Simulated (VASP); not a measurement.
# NaBeH3 (P1) in VASP: a series of runs

Runs on NaBeH3. Level: LDA. Tasks: single point.

All numbers are computed with VASP 6.6.1; they aren't measurements. Logs are shortened: lines on timing, memory, paths and dates and some standing lists are left out, and cuts for length are marked.

## 1. The cell of the first run

The typed cell holds 10 atoms: a = 6.699 Å, b = 3.349 Å, c = 3.349 Å, α = 90.00°, β = 90.00°, γ = 90.00°.

## 2. Single point, LDA

Input file INCAR:

```
SYSTEM = NaBeH3
ALGO = Normal
EDIFF = 1E-6
ENCUT = 520
GGA = CA
GGA_COMPAT = .FALSE.
ISIF = 2
ISMEAR = 0
LASPH = .TRUE.
LCHARG = .FALSE.
LREAL = .FALSE.
LWAVE = .FALSE.
NBANDS = 23
NELM = 120
PREC = Accurate
SIGMA = 0.01
```

Input file KPOINTS:

```
k-points
0
G
  1 2 2
  0 0 0
```

Input file POSCAR:

```
NaBeH3
1.0
    6.6986620000      0.0000000000      0.0000000000
    0.0000000000      3.3493310000      0.0000000000
    0.0000000000      0.0000000000      3.3493310000
Na Be H
2 2 6
Direct
    0.2410409721      0.5007752294      0.5046139065
    0.7537454495      0.4982087468      0.4942425816
    0.0025669305     -0.0043489282      0.0019899496
    0.5015025389      0.0042375627     -0.0176692002
    0.2494354843     -0.0448319381     -0.0033197674
    0.0133337075      0.4495049907      0.0641981936
    0.0052788154      0.0424120518      0.5436249806
    0.7501000946     -0.0297077237      0.0431318971
    0.4971007643      0.5001276374      0.0274266712
    0.4656537380      0.0192877324      0.4873576246
```

Potentials or basis: VASP PAW LDA potentials, release 64 (Na_pv, Be, H).

Launch:

```
> cat potpaw_LDA.64/Na_pv/POTCAR potpaw_LDA.64/Be/POTCAR potpaw_LDA.64/H/POTCAR > POTCAR
> mpirun -np 1 vasp_std > vasp.out
```

OUTCAR:

```text
SYSTEM = NaBeH3
   EDIFF = 1E-6
   ENCUT = 520
   GGA = CA
   ISIF = 2
   ISMEAR = 0
   LASPH = .TRUE.
   LREAL = .FALSE.
   NELM = 120
   PREC = Accurate

 ion  position               nearest neighbor table
   1  0.241  0.501  0.505-
   2  0.754  0.498  0.494-
   3  0.003  0.996  0.002-   6 1.54   7 1.54
   4  0.502  0.004  0.982-
   5  0.249  0.955  0.997-
   6  0.013  0.450  0.064-   3 1.54
   7  0.005  0.042  0.544-   3 1.54
   8  0.750  0.970  0.043-
   9  0.497  0.500  0.027-
  10  0.466  0.019  0.487-

  LATTYP: Found a simple tetragonal cell.
 ALAT       =     3.3493310000
 C/A-ratio  =     2.0000000000

  Lattice vectors:

 A1 = (   0.0000000000,   3.3493310000,   0.0000000000)
 A2 = (   0.0000000000,   0.0000000000,   3.3493310000)
 A3 = (   6.6986620000,   0.0000000000,   0.0000000000)

Analysis of symmetry for initial positions (statically):
=====================================================================
 Subroutine PRICEL returns:
 Original cell was already a primitive cell.

 Routine SETGRP: Setting up the symmetry group for a
 simple tetragonal supercell.

 Subroutine GETGRP returns: Found  1 space group operations
 (whereof  1 operations were pure point group operations)
 out of a pool of 16 trial point group operations.

The static configuration has the point symmetry C_1 .

Analysis of symmetry for dynamics (positions and initial velocities):
=====================================================================
 Subroutine PRICEL returns:
 Original cell was already a primitive cell.

 Routine SETGRP: Setting up the symmetry group for a
 simple tetragonal supercell.

 Subroutine GETGRP returns: Found  1 space group operations
 (whereof  1 operations were pure point group operations)
 out of a pool of 16 trial point group operations.

The dynamic configuration has the point symmetry C_1 .

 Subroutine INISYM returns: Found  1 space group operations
 (whereof  1 operations are pure point group operations),
 and found     1 'primitive' translations

[... 91 lines left out ...]
   EDIFFG = 0.1E-04   stopping-criterion for IOM
   NSW    =      0    number of steps for IOM
   IBRION =     -1    ionic relax: 0-MD 1-quasi-New 2-CG
   NFREE  =      0    steps in history (QN), initial steepest desc. (CG)
   ISIF   =      2    stress and relaxation
   ISYM   =      2    0-nonsym 1-usesym 2-fastsym
   POTIM  = 0.5000    time-step for ionic-motion
   TEBEG  =    0.0;   TEEND  =   0.0 temperature during run
   PSTRESS=    0.0 pullay stress
   NELECT =      24.0000    total number of electrons
   NUPDOWN=      -1.0000    fix difference up-down
   EMIN   =  10.00;   EMAX   =-10.00  energy-range for DOS
   EFERMI =   0.00;   METHOD = LEGACY
   ISMEAR =     0;   SIGMA  =   0.01  broadening in eV -4-tet -1-fermi 0-gaus
   EFERMI_NEDOS =   21; number of points for ismear=-14 and -15
   IALGO  =     38    algorithm
   IMIX   =      4    mixing-type and parameters
     AMIX     =   0.40;   BMIX     =  1.00
     AMIX_MAG =   1.60;   BMIX_MAG =  1.00
  volume/ion in A,a.u.               =       7.51        50.71
  Fermi-wavevector in a.u.,A,eV,Ry     =   1.119035  2.114670 17.037764  1.252240
  Thomas-Fermi vector in A             =   2.255671
   LORBIT       =      0    0 simple, 1 ext, 2 COOP (PROOUT), +10 PAW based schemes
   GGA     = CA    functional components
   LHFCALC =     F    Hartree Fock is set to
   AEXX    =    0.0000 exact exchange contribution
   IVDW    =     0    specifies the selected vdW correction
   LEPSILON=     F    determine dielectric tensor
   LRPA    =     F    only Hartree local field effects (RPA)
 non-spin polarized calculation
 Gauss-broadening in eV      SIGMA  =   0.01
  energy-cutoff  :      520.00
  volume of cell :       75.15
 maximum number of plane-waves:      2088
 NGX is ok and might be reduce to    50
   NGX = 25   NGY = 13   NGZ = 13

 number of electron      24.0000002 magnetization

 Free energy of the ion-electron system (eV)
  ---------------------------------------------------
  ext. energy  EPLUGINS =         0.00000000
  ---------------------------------------------------
  free energy    TOTEN  =       -31.29256218 eV

  energy without entropy =      -31.29256218  energy(sigma->0) =      -31.29256218

 E-fermi :   2.9656     XC(G=0):  -9.6570

 val. band max:        2.8892361763   @ k =   0.0000   0.5000   0.0000
 cond. band min:       3.2512868062   @ k =   0.0000   0.5000   0.5000
 fundamental gap:      0.3620506298
 Fermi energy:         2.9656050942

 k-point     1 :       0.0000    0.0000    0.0000
  band No.  band energies     occupation
      1     -21.6824      2.00000
      2     -21.6443      2.00000
      3     -21.6432      2.00000
      4     -21.3177      2.00000
      5     -21.2680      2.00000
      6     -21.2631      2.00000
[... 93 lines left out ...]
     22      12.5058      0.00000
     23      13.4147      0.00000

------------------------ aborting loop because EDIFF is reached ----------------------------------------

  FORCE on cell =-STRESS in cart. coord.  units (eV):
  Direction    XX          YY          ZZ          XY          YZ          ZX
  --------------------------------------------------------------------------------------
  -------------------------------------------------------------------------------------
  Total        0.2819922      0.9000014      1.5233615      0.1827710     -0.0999017     -0.0742667
  in kB        6.0123385     19.1888768     32.4795016      3.8968504     -2.1299983     -1.5834365
  external PRESSURE =      19.2269056 kB  Pullay stress =       0.0000000 kB

 VOLUME and BASIS-vectors are now :
 -----------------------------------------------------------------------------
  energy-cutoff  :      520.00
  volume of cell :       75.15
      direct lattice vectors                 reciprocal lattice vectors
     6.698662000  0.000000000  0.000000000     0.149283543  0.000000000  0.000000000
     0.000000000  3.349331000  0.000000000     0.000000000  0.298567087  0.000000000
     0.000000000  0.000000000  3.349331000     0.000000000  0.000000000  0.298567087

 POSITION                                       TOTAL-FORCE (eV/Angst)
 -----------------------------------------------------------------------------------
      1.61465      1.67726      1.69012         0.233167      0.002779      0.091237
      5.04909      1.66867      1.65538        -0.106175     -0.073846      0.103166
      0.01719      3.33476      0.00666         0.512191      0.777713     -0.855205
      3.35940      0.01419      3.29015        -0.422745      0.094852     -0.125912
      1.67088      3.19917      3.33821        -0.347316     -0.019652      0.044858
      0.08932      1.50554      0.21502        -0.353858      0.196298     -0.123928
      0.03536      0.14205      1.82078        -0.350712     -0.687344      0.564000
      5.02467      3.24983      0.14446        -0.089689      0.057340     -0.104601
      3.32991      1.67509      0.09186         0.296984     -0.275701     -0.352202
      3.11926      0.06460      1.63232         0.628153     -0.072440      0.758588
 -----------------------------------------------------------------------------------
    total drift:                                0.000277      0.000042     -0.000050

  FREE ENERGIE OF THE ION-ELECTRON SYSTEM (eV)
  ---------------------------------------------------
  free  energy   TOTEN  =       -31.2925621799 eV

  energy  without entropy=      -31.2925621799  energy(sigma->0) =      -31.29256218
```

stdout:

```text
POSCAR found type information on POSCAR NaBeH
 POSCAR found :  3 types and      10 ions
 scaLAPACK will be used
 LDA part: xc-table for (Slater(with rela. corr.)+CA(PZ))
 , standard interpolation
 POSCAR, INCAR and KPOINTS ok, starting setup
 FFT: planning ... GRIDC
 FFT: planning ... GRID_SOFT
 FFT: planning ... GRID
 WAVECAR not read
 entering main loop
```

Run time: 6.9 s. Hardware: 1 thread of AMD EPYC 7R43 (Zen 3), shared host; peak memory 0.12 GiB.

What came out:

```yaml
Free_energy: -31.2926 eV
Pressure: 1.9 GPa
Largest_force: 1.264 eV/Å
Band_gap_on_the_k_mesh: 0.36 eV (least direct gap 1.95 eV)
```

Forces on the atoms (eV/Å):
```
Na   0.233  0.003  0.091
Na  -0.106 -0.074  0.103
Be   0.512  0.778 -0.855
Be  -0.423  0.095 -0.126
H   -0.347 -0.020  0.045
H   -0.354  0.196 -0.124
H   -0.351 -0.687  0.564
H   -0.090  0.057 -0.105
H    0.297 -0.276 -0.352
H    0.628 -0.072  0.759
```

Levels at points of the mesh, in eV from the valence-band top:
```csv
k point,band 10,band 11,band 12,band 13,band 14,band 15
"(0.00, 0.00, 0.00)",-0.91,-0.85,-0.12,2.56,2.72,2.78
"(0.00, 0.50, 0.00)",-5.40,-4.94,0.00,1.95,3.41,3.66
"(0.00, 0.00, 0.50)",-5.36,-5.17,-0.18,1.89,3.54,3.66
"(0.00, 0.50, 0.50)",-4.76,-4.70,-4.54,0.36,1.91,3.48
```

Caveat: the k points lie up to 0.94 Å⁻¹ apart; an odd mesh through Γ misses points on the zone boundary, where band edges can lie; forces of over 1 eV/Å act on the atoms, so gaps and moduli don't describe the material at rest.

## 3. Single point, LDA

This run uses another cell than the first one, of 7.55 Å³/atom.

Input file INCAR:

```
SYSTEM = NaBeH3
PREC     = Accurate       ! precision mode
ENCUT    = 520            ! plane-wave cutoff, eV
EDIFF    = 1E-6           ! SCF threshold, eV
ISMEAR   = 0              ! smearing method
SIGMA    = 0.01           ! smearing width, eV
LREAL    = .FALSE.        ! projectors in reciprocal space
LASPH    = .TRUE.         ! aspherical terms in the spheres
NELM     = 120            ! most SCF steps
ALGO     = Normal         ! electronic algorithm
ISIF     = 2              ! what is computed and relaxed
LWAVE    = .FALSE.        ! write WAVECAR
LCHARG   = .TRUE.         ! write CHGCAR
LELF     = .TRUE.         ! ELF
LVHAR    = .TRUE.       
NBANDS   = 23             ! bands
GGA_COMPAT= .FALSE.
```

Input file KPOINTS:

```
regular mesh
0
G
  1 2 2
  0 0 0
```

Input file POSCAR:

```
NaBeH3
1.0
    6.7095750000      0.0000000000      0.0000000000
    0.0000000000      3.3547880000      0.0000000000
    0.0000000000      0.0000000000      3.3547880000
Na Be H
2 2 6
Direct
    0.2374129509      0.4975906078      0.5084681953
    0.7566604442      0.4957320701      0.4921065057
    0.0052539840     -0.0059914367     -0.0038366061
    0.5039843805      0.0043952107     -0.0236867426
    0.2471995618     -0.0512464573     -0.0056352294
    0.0090014643      0.4270135699      0.0847388866
    0.0040928077      0.0431189691      0.5599671276
    0.7556511403     -0.0399205553      0.0586126456
    0.5030010098      0.4866298556      0.0359548800
    0.4547727688      0.0226634291      0.4940902376
```

Potentials or basis: VASP PAW LDA potentials, release 64 (Na_pv, Be, H).

Launch:

```
> cat potpaw_LDA.64/Na_pv/POTCAR potpaw_LDA.64/Be/POTCAR potpaw_LDA.64/H/POTCAR > POTCAR
> mpirun -np 1 vasp_std > vasp.out
```

OUTCAR:

```text
SYSTEM = NaBeH3
   PREC = Accurate
   ENCUT = 520
   EDIFF = 1E-6
   ISMEAR = 0
   LREAL = .FALSE.
   LASPH = .TRUE.
   NELM = 120
   ISIF = 2

 ion  position               nearest neighbor table
   1  0.237  0.498  0.508-
   2  0.757  0.496  0.492-
   3  0.005  0.994  0.996-   7 1.47   6 1.48   5 1.63
   4  0.504  0.004  0.976-   9 1.63
   5  0.247  0.949  0.994-   3 1.63
   6  0.009  0.427  0.085-   3 1.48
   7  0.004  0.043  0.560-   3 1.47
   8  0.756  0.960  0.059-
   9  0.503  0.487  0.036-   4 1.63
  10  0.455  0.023  0.494-

  LATTYP: Found a simple tetragonal cell.
 ALAT       =     3.3547880000
 C/A-ratio  =     1.9999997019

  Lattice vectors:

 A1 = (   0.0000000000,   3.3547880000,   0.0000000000)
 A2 = (   0.0000000000,   0.0000000000,   3.3547880000)
 A3 = (   6.7095750000,   0.0000000000,   0.0000000000)

Analysis of symmetry for initial positions (statically):
[... 174 lines left out ...]
 Fermi energy:         2.9288797955

 k-point     1 :       0.0000    0.0000    0.0000
  band No.  band energies     occupation
      1     -21.6905      2.00000
      2     -21.6488      2.00000
      3     -21.6473      2.00000
      4     -21.3591      2.00000
      5     -21.3114      2.00000
      6     -21.3035      2.00000
[... 93 lines left out ...]
     22      12.4350      0.00000
     23      13.1820      0.00000

------------------------ aborting loop because EDIFF is reached ----------------------------------------

  FORCE on cell =-STRESS in cart. coord.  units (eV):
  Direction    XX          YY          ZZ          XY          YZ          ZX
  --------------------------------------------------------------------------------------
  -------------------------------------------------------------------------------------
  Total       -0.0267075      0.8980084      2.2728066      0.3270901     -0.2173755     -0.3100023
  in kB       -0.5666548     19.0531081     48.2222967      6.9398938     -4.6120707     -6.5773407
  external PRESSURE =      22.2362500 kB  Pullay stress =       0.0000000 kB

 VOLUME and BASIS-vectors are now :
 -----------------------------------------------------------------------------
  energy-cutoff  :      520.00
  volume of cell :       75.51
      direct lattice vectors                 reciprocal lattice vectors
     6.709575000  0.000000000  0.000000000     0.149040737  0.000000000  0.000000000
     0.000000000  3.354788000  0.000000000     0.000000000  0.298081429  0.000000000
     0.000000000  0.000000000  3.354788000     0.000000000  0.000000000  0.298081429

 POSITION                                       TOTAL-FORCE (eV/Angst)
 -----------------------------------------------------------------------------------
      1.59294      1.66931      1.70580         0.266540      0.020590      0.078738
      5.07687      1.66308      1.65091        -0.103984     -0.122043      0.173809
      0.03525      3.33469      3.34192         0.427508      0.870708     -0.851391
      3.38152      0.01475      3.27532        -0.405863      0.276864     -0.245511
      1.65860      3.18287      3.33588        -0.357576     -0.127217      0.173656
      0.06040      1.43254      0.28428        -0.197708      0.297147     -0.223192
      0.02746      0.14466      1.87857        -0.344981     -0.761793      0.527180
      5.07010      3.22086      0.19663        -0.327318      0.046500     -0.146957
      3.37492      1.63254      0.12062         0.233005     -0.282655     -0.393477
      3.05133      0.07603      1.65757         0.810378     -0.218100      0.907145
 -----------------------------------------------------------------------------------
    total drift:                               -0.000705      0.000074      0.000009

  FREE ENERGIE OF THE ION-ELECTRON SYSTEM (eV)
  ---------------------------------------------------
  free  energy   TOTEN  =       -31.2864743598 eV

  energy  without entropy=      -31.2864743598  energy(sigma->0) =      -31.28647436
```

OSZICAR:

```text
N       E                     dE             d eps       ncg     rms          rms(c)
DAV:   1     0.153801454201E+03    0.15380E+03   -0.12044E+04   184   0.109E+03
DAV:   2    -0.232564422739E+02   -0.17706E+03   -0.16921E+03   191   0.309E+02
DAV:   3    -0.334244095644E+02   -0.10168E+02   -0.10109E+02   242   0.720E+01
DAV:   4    -0.335411751592E+02   -0.11677E+00   -0.11673E+00   219   0.815E+00
DAV:   5    -0.335425668558E+02   -0.13917E-02   -0.13917E-02   219   0.914E-01    0.765E+00
DAV:   6    -0.319589361510E+02    0.15836E+01   -0.69046E-01   258   0.659E+00    0.411E+00
DAV:   7    -0.312885033837E+02    0.67043E+00   -0.11983E+00   274   0.639E+00    0.611E-01
DAV:   8    -0.312882975694E+02    0.20581E-03   -0.91291E-02   219   0.237E+00    0.220E-01
DAV:   9    -0.312865153746E+02    0.17822E-02   -0.74628E-03   227   0.739E-01    0.976E-02
DAV:  10    -0.312864757741E+02    0.39601E-04   -0.67985E-04   205   0.153E-01    0.194E-02
DAV:  11    -0.312864763761E+02   -0.60198E-06   -0.20375E-05   219   0.275E-02    0.822E-03
DAV:  12    -0.312864743536E+02    0.20224E-05   -0.62813E-06   198   0.115E-02    0.208E-03
DAV:  13    -0.312864743598E+02   -0.61191E-08   -0.74101E-07   157   0.503E-03
   1 F= -.31286474E+02 E0= -.31286474E+02  d E =-.472443E-87
```

stdout:

```text
POSCAR found type information on POSCAR NaBeH
 POSCAR found :  3 types and      10 ions
 scaLAPACK will be used
 LDA part: xc-table for (Slater(with rela. corr.)+CA(PZ))
 , standard interpolation
 POSCAR, INCAR and KPOINTS ok, starting setup
 FFT: planning ... GRIDC
 FFT: planning ... GRID_SOFT
 FFT: planning ... GRID
 WAVECAR not read
 entering main loop
```

It took 8.3 s on 1 thread of AMD EPYC 7R43 (Zen 3), shared host; peak memory 0.12 GiB.

Results:

```
Free energy            : -31.2865 eV
Pressure               : 2.2 GPa
Largest force          : 1.291 eV/Å
Band gap on the k mesh : 0.43 eV (least direct gap 2.00 eV)
```

Forces in eV/Å, atoms in the order of the input:
```
Na   0.267  0.021  0.079
Na  -0.104 -0.122  0.174
Be   0.428  0.871 -0.851
Be  -0.406  0.277 -0.246
H   -0.358 -0.127  0.174
H   -0.198  0.297 -0.223
H   -0.345 -0.762  0.527
H   -0.327  0.046 -0.147
H    0.233 -0.283 -0.393
H    0.810 -0.218  0.907
```

Caveat: the k points lie up to 0.94 Å⁻¹ apart; an odd mesh through Γ misses points on the zone boundary, where band edges can lie; forces of over 1 eV/Å act on the atoms, so gaps and moduli don't describe the material at rest.
